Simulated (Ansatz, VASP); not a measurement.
One calculation of Se, two programs

```xyz
6
Lattice="5.7048 3.3157 1.5211 -5.6572 3.2589 1.4643 -0.0254 -6.5525 1.4435" Properties=species:S:1:pos:R:3 pbc="T T T"
Se    0.6584   -4.5562    1.9903
Se    3.6461    2.8942    2.0422
Se   -4.2744    1.6921    1.9969
Se   -0.6363    4.5783    2.4387
Se   -3.6240   -2.8721    2.3867
Se    4.2965   -1.6699    2.4321
```

Change from the starting cell: equal xy, yz and zx shear strains of +1 %.

Alike in both runs: task single point; functional PBE; k mesh 6 × 6 × 6; occupations fermi-dirac, width 0.01 eV; no spin polarisation.

```csv
,VASP,Ansatz
version,VASP 6.6.1,Ansatz 0.2.0
potentials or method,"VASP PAW PBE potentials, release 64 (Se), cutoff 520 eV","all-electron LAPW, scalar-relativistic"
```

|  | VASP | Ansatz | Ansatz less VASP |
| --- | --- | --- | --- |
| gap on the k mesh at the Fermi level (eV) | 1.16 | 1.17 | +0.013 |
| pressure (GPa) | 2.8 | 2.7 | -0.14 |
| traceless stress, the component that is largest in VASP (GPa) | -0.46 | -0.46 | +0.006 |
| rms of the force components (eV/Å) | 0.304 | 0.280 | -0.0239 |

Atom by atom the forces differ by 0.025 eV/Å (rms over components). Ansatz ran all-electron here, and VASP with PAW potentials.
